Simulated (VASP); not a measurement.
Set up this calculation in VASP 6.6.1, as the native input.

```yaml
Task: single point
Functional: PBE
Dispersion: D3(BJ)
Potentials_or_basis: VASP PAW PBE potentials, release 64 (B, N)
Cutoff: 600 eV
k_mesh: 12 × 12 × 12
Occupations: gaussian, width 0.05 eV
Spin: no spin polarisation
Dipole_correction: no
Further_INCAR_settings: ALGO = Normal; EDIFF = 1e-06; NBANDS = 11
```

The structure of BN lies in POSCAR:

```
BN
1.0
    0.0000000000      3.4953158300      2.1660912400
    1.2516321000      0.0000000000      2.1660912400
    1.2516321000      3.4953158300      0.0000000000
B N
1 1
Direct
    0.0000486500      0.0000486500      0.9999513500
    0.4984057338      0.6271494646      0.3728505354
```

This cell differs from its parent crystal: atom 2 (N) moved by (-0.450, -0.450) A along y and z.

One way to write it, as run:

INCAR

```
PREC = Accurate
ENCUT = 600
EDIFF = 1E-6
ISMEAR = 0
SIGMA = 0.05
LREAL = False
LASPH = True
NELM = 120
ALGO = Normal
ISIF = 2
LWAVE = False
LCHARG = False
GGA = PE
IVDW = 12
NBANDS = 11
GGA_COMPAT = False
```

KPOINTS

```
regular mesh
0
Gamma
  12 12 12
```

Potentials or basis: VASP PAW PBE potentials, release 64 (B, N).

Command:

```sh
$ cat potpaw_PBE.64/B/POTCAR potpaw_PBE.64/N/POTCAR > POTCAR
$ mpirun -np 1 vasp_std > vasp.out
```

It gave:

| Item | Value |
| --- | --- |
| Pressure | 17.1 GPa |
| Largest force | 4.484 eV/Å |
| Band gap on the k mesh | 0.08 eV, indirect (least direct gap 0.38 eV) |
| Dispersion energy per atom | -0.136 eV |

Caveat: the cell differs from its parent crystal (atom 2 (N) moved by (-0.450, -0.450) A along y and z); forces of over 1 eV/Å act on the atoms, so gaps and moduli don't describe the material at rest.

Run time: 88 s on 1 thread of Intel Xeon 6975P-C, on a shared host, peak memory 0.26 GiB.
